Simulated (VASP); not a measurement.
## Si: single point with LDA

Crystal: Si.

```
CELL_PARAMETERS angstrom
0.00000 2.37511 2.37511
2.37511 0.00000 2.37511
2.37511 2.37511 0.00000
ATOMIC_POSITIONS crystal
Si 0.87500 0.87500 0.87500
Si 0.12500 0.12500 0.12500
```

```yaml
Program: VASP 6.6.1
Task: single point
Functional: LDA
Potentials_or_basis: VASP PAW LDA potentials, release 64 (Si)
Cutoff: 500 eV
k_mesh: 12 × 12 × 12
Occupations: fermi-dirac, width 0.08 eV
Spin: no spin polarisation
```

The pressure is 80.4 GPa. The band gap on the k mesh is zero (bands 4 and 5 overlap by 0.45 eV).

Levels at points of the mesh, in eV from the Fermi level:
```tsv
k point	band 2	band 3	band 4	band 5	band 6	band 7
(0.00, 0.00, 0.00)	0.28	0.28	0.28	2.87	2.87	2.87
(0.50, 0.00, 0.00)	-9.10	-1.25	-1.25	3.11	3.11	3.16
(0.50, 0.50, 0.00)	-9.13	-3.75	-3.75	-0.17	-0.17	12.51
```

Run time: 8.4 s on 1 thread of AMD EPYC 9R45 96-Core Processor (Zen 5) (shared host), peak memory 0.1 GiB.

Caveat: the cell stands under pressure; semilocal functionals underestimate gaps, so a narrow gap can read as zero.
